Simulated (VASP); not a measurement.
Input of a VASP 6.6.1 run:

The input POSCAR:

```
Au
1.0
   -1.6572690000      1.6572690000      1.6572690000
    1.6572690000     -1.6572690000      1.6572690000
    1.6572690000      1.6572690000     -1.6572690000
Au
1
Direct
    0.0000000000      0.0000000000      0.0000000000
```

The input INCAR.step1:

```
ALGO = Normal
EDIFF = 1E-4
ENCUT = 520
GGA = PE
GGA_COMPAT = False
ISMEAR = -1
LASPH = True
LCHARG = False
LMAXMIX = 4
LREAL = False
LSORBIT = True
LWAVE = True
MAGMOM = 0 0 0
NBANDS = 22
NELM = 150
PREC = Accurate
SIGMA = 0.05
```

Contents of INCAR.step2:

```
ALGO = Normal
EDIFF = 1E-6
ENCUT = 520
GGA_COMPAT = False
ISIF = 2
ISMEAR = -1
ISTART = 1
LASPH = True
LCHARG = False
LMAXMIX = 4
LMIXTAU = True
LORBIT = 11
LORBMOM = True
LREAL = False
LSORBIT = True
LWAVE = False
MAGMOM = 0 0 0
METAGGA = R2SCAN
NBANDS = 22
NELM = 150
PREC = Accurate
SIGMA = 0.05
```

The input KPOINTS:

```
k-points
0
Gamma
  8 8 8
```

Potentials or basis: VASP PAW PBE potentials, release 64 (Au).

Run with:

```console
$ cat potpaw_PBE.64/Au/POTCAR > POTCAR
$ cp INCAR.step1 INCAR
$ mpirun -np 1 vasp_ncl > vasp.out
$ cp INCAR.step2 INCAR
$ mpirun -np 1 vasp_ncl > vasp.out
```

(1) Estimate the net moment.

(2) Predict the pressure.

## Answers

(1) 0.00 μB per cell.

(2) -5.6 GPa.

Caveat: the PAW data sets were made with another functional, which shifts forces and pressure a little.
